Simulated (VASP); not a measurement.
CsSnI3:

```
CELL_PARAMETERS angstrom
6.17908 0.00000 0.00000
0.00000 6.17908 0.00000
0.00000 0.00000 6.25909
ATOMIC_POSITIONS crystal
Cs 0.00000 0.00000 0.00000
Sn 0.50000 0.50000 0.50000
I 0.50000 0.50000 0.00000
I 0.50000 0.00000 0.50000
I 0.00000 0.50000 0.50000
```

This cell differs from its parent crystal: epitaxial xy strain -1.0%.

Base run:

* Program: VASP 6.6.1
* Functional: r2SCAN
* Potentials or basis: VASP PAW PBE potentials, release 64 (Cs_sv, Sn_d, I)
* Cutoff: 520 eV
* k mesh: 4 × 4 × 4
* Occupations: gaussian, width 0.01 eV
* Spin: no spin polarisation

Its results: band gap on the k mesh 0.36 eV, direct; pressure 0.3 GPa.

Q: The run is repeated on the same cell with these changes: functional from r2SCAN to PBE; occupations from gaussian, width 0.01 eV to fermi-dirac, width 0.02 eV. What comes out?

A: Band gap on the k mesh 0.24 eV, direct; pressure 0.8 GPa.

Caveats: spin-orbit coupling is left out, which moves the levels of the heavy elements; the PAW data sets were made with another functional, which shifts forces and pressure a little (some runs).

A k mesh can miss the band edges.
